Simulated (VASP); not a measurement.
ZnS:

```
Zn S
1.0
     3.81200    0.00000    0.00000
    -1.90600    3.30129    0.00000
     0.00000    0.00000   18.68999
Zn S
6 6
Direct
  0.33333 0.66667 0.83333
  0.66667 0.33333 0.33333
  0.66667 0.33333 0.66667
  0.33333 0.66667 0.16667
  0.00000 0.00000 0.50000
  0.00000 0.00000 0.00000
  0.33333 0.66667 0.95833
  0.66667 0.33333 0.45833
  0.66667 0.33333 0.79167
  0.33333 0.66667 0.29167
  0.00000 0.00000 0.62500
  0.00000 0.00000 0.12500
```

Base run:

* Program: VASP 6.6.1
* Functional: revPBE
* Potentials or basis: VASP PAW PBE potentials, release 64 (Zn, S)
* Cutoff: 520 eV
* k mesh: 8 × 8 × 2
* Occupations: fermi-dirac, width 0.05 eV
* Spin: no spin polarisation

Its results: band gap on the k mesh 2.29 eV; pressure 4.3 GPa; largest force 0.029 eV/Å.

The run is repeated on the same cell with these changes: functional from revPBE to BLYP; dispersion from none to D3(BJ). What comes out?

Band gap on the k mesh 2.18 eV; pressure -0.1 GPa; largest force 0.048 eV/Å.

Several settings changed at once.

Caveats: the PAW data sets were made with another functional, which shifts forces and pressure a little; the cell stands under pressure (at least some runs).

A k mesh can miss the band edges.
